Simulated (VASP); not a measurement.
Wanted: the native input for a VASP 6.6.1 run.

```
Task                   : single point
Functional             : PBE
Potentials or basis    : VASP PAW PBE potentials, release 64 (Ag, I)
Cutoff                 : 500 eV
k mesh                 : 6 × 6 × 4
Occupations            : gaussian, width 0.02 eV
Spin                   : no spin polarisation
Dipole correction      : no
Further INCAR settings : ALGO = Normal; EDIFF = 1e-06; NBANDS = 26
```

The structure of AgI lies in POSCAR:

```
AgI
1.0
    4.6862867910      0.0000000000      0.0000000000
   -2.3431433955      4.0584434104      0.0000000000
    0.0000000000      0.0000000000      7.6611325170
Ag I
2 2
Direct
    0.3333333333      0.6666666667      0.0024494374
    0.6666666667      0.3333333333      0.5024494374
    0.3333333333      0.6666666667      0.3774505626
    0.6666666667      0.3333333333      0.8774505626
```

These files were run (other wordings do the same):

INCAR

```
SYSTEM = AgI
PREC = Accurate
ENCUT = 500
EDIFF = 1E-6
ISMEAR = 0
SIGMA = 0.02
LREAL = .False.
LASPH = .True.
NELM = 120
ALGO = Normal
ISIF = 2
LWAVE = .False.
LCHARG = .False.
GGA = PE
NBANDS = 26
GGA_COMPAT = .False.
```

KPOINTS

```
Automatic mesh
0
Gamma
  6 6 4
  0 0 0
```

Potentials or basis: VASP PAW PBE potentials, release 64 (Ag, I).

The run is started by

```bash
$ cat potpaw_PBE.64/Ag/POTCAR potpaw_PBE.64/I/POTCAR > POTCAR
$ mpirun -np 1 vasp_std > vasp.out
```

It gave:

```
Pressure               : -0.1 GPa
Band gap on the k mesh : 1.37 eV
```

Caveat: spin-orbit coupling is left out, which moves the levels of the heavy elements.

Run time: 36 s on 1 thread of Intel(R) Xeon(R) 6975P-C (Granite Rapids), with other jobs on the host, peak memory 0.27 GiB.
